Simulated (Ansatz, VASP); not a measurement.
# One calculation of SnO2, two programs

```xyz
12
Lattice="0.0000 -4.8277 0.0000 0.0000 0.0000 -3.2380 11.1554 0.0000 0.0000" Properties=species:S:1:pos:R:3 pbc="T T T"
Sn    6.7747   -4.8277    0.0000
Sn    1.9470   -4.8277    0.0000
Sn    9.1886   -2.4139   -1.6190
Sn    4.3609   -2.4139   -1.6190
O     8.2549   -3.3475    0.0000
O     3.4272   -3.3475    0.0000
O     7.7084   -0.9337   -1.6190
O     2.8807   -0.9337   -1.6190
O     0.4668   -1.4802    0.0000
O     5.2945   -1.4802    0.0000
O     1.0134   -3.8941   -1.6190
O     5.8411   -3.8941   -1.6190
```

Alike in both runs: task single point; functional PBE; k mesh 6 × 8 × 3; occupations gaussian, width 0.05 eV; no spin polarisation.

```csv
,VASP,Ansatz
version,VASP 6.6.1,Ansatz 0.2.0
potentials or method,"VASP PAW PBE potentials, release 64 (Sn_d, O), cutoff 520 eV","scalar-relativistic, plane waves, PAW"
valence electrons in the cell,104,104
```

```csv
,VASP,Ansatz,Ansatz less VASP
gap on the k mesh at the Fermi level (eV),none,none,-
pressure (GPa),0.1,-0.3,-0.46
"traceless stress, the component that is largest in VASP (GPa)",-3.39,-3.32,+0.067
rms of the force components (eV/Å),0.561,0.554,-0.0064
```

Atom by atom the forces differ by 0.023 eV/Å (rms over components). A gap of «none» marks a metal or a gap that the smearing closes.
